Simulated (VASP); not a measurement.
## SiC: single point with r2SCAN

Crystal: SiC.

```
CELL_PARAMETERS angstrom
0.00000 2.10878 2.14139
2.10878 0.00000 2.14139
2.10878 2.10878 0.00000
ATOMIC_POSITIONS crystal
Si 0.00000 0.00000 0.00000
C 0.75000 0.75000 0.75000
```

This cell differs from its parent crystal: strain -0.030 along x and y, -0.015 along z.

- Program: VASP 6.6.1
- Task: single point
- Functional: r2SCAN
- Potentials or basis: VASP PAW PBE potentials, release 64 (Si, C)
- Cutoff: 520 eV
- k mesh: 12 × 12 × 12
- Occupations: gaussian, width 0.05 eV
- Spin: no spin polarisation

The pressure is 21.5 GPa and the band gap on the k mesh is 1.58 eV, indirect (least direct gap 5.14 eV).

Stress tensor (GPa, compression positive):
```
22.96  0.00  0.00
 0.00 22.96  0.00
 0.00  0.00 18.45
```

Levels at points of the mesh, in eV from the valence-band top:
| k point | band 2 | band 3 | band 4 | band 5 | band 6 | band 7 |
| --- | --- | --- | --- | --- | --- | --- |
| (0.00, 0.00, 0.00) | -0.11 | 0.00 | 0.00 | 7.85 | 8.44 | 8.44 |
| (0.50, 0.00, 0.00) | -9.32 | -1.27 | -1.05 | 6.74 | 8.00 | 8.22 |
| (0.50, 0.50, 0.00) | -8.50 | -3.41 | -3.41 | 1.73 | 5.31 | 16.20 |
| (0.50, 0.00, 0.50) | -8.29 | -3.60 | -3.58 | 1.58 | 5.03 | 15.83 |

It took 2.8 min on 1 thread of AMD EPYC 7R43 64-Core Processor (Zen 3), with other jobs on the host, peak memory 0.12 GiB.

Caveat: the cell differs from its parent crystal (strain -0.030 along x and y, -0.015 along z); the PAW data sets were made with another functional, which shifts forces and pressure a little. A k mesh can miss the band edges.
